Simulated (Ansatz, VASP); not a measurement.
ZnSe: VASP beside Ansatz

```xyz
2
Lattice="0.0000 3.0496 2.7031 2.7031 0.0000 2.7031 2.7031 3.0496 0.0000" Properties=species:S:1:pos:R:3 pbc="T T T"
Zn    0.0000    0.0000    0.0000
Se    4.0546    4.5744    4.0546
```

Alike in both runs: task single point; functional PBE; k mesh 10 × 10 × 10; occupations gaussian, width 0.05 eV; no spin polarisation.

|  | VASP | Ansatz |
| --- | --- | --- |
| version | VASP 6.6.1 | Ansatz 0.2.0 |
| potentials or method | VASP PAW PBE potentials, release 64 (Zn, Se), cutoff 520 eV | scalar-relativistic, plane waves, PAW |
| valence electrons in the cell | 18 | 28 |

|  | VASP | Ansatz | Ansatz less VASP |
| --- | --- | --- | --- |
| gap on the k mesh at the Fermi level (eV) | 1.12 | 1.11 | -0.005 |
| least direct gap on the mesh (eV) | 1.12 | 1.11 | -0.005 |
| pressure (GPa) | 3.5 | 3.3 | -0.25 |
| traceless stress, the component that is largest in VASP (GPa) | -3.37 | -3.39 | -0.023 |

The functional is the same, so the differences come from potentials, cutoffs and numerics. VASP's potentials hold 18 valence electrons a cell and Ansatz's 28, so a difference there can come from the potentials and not from the codes.
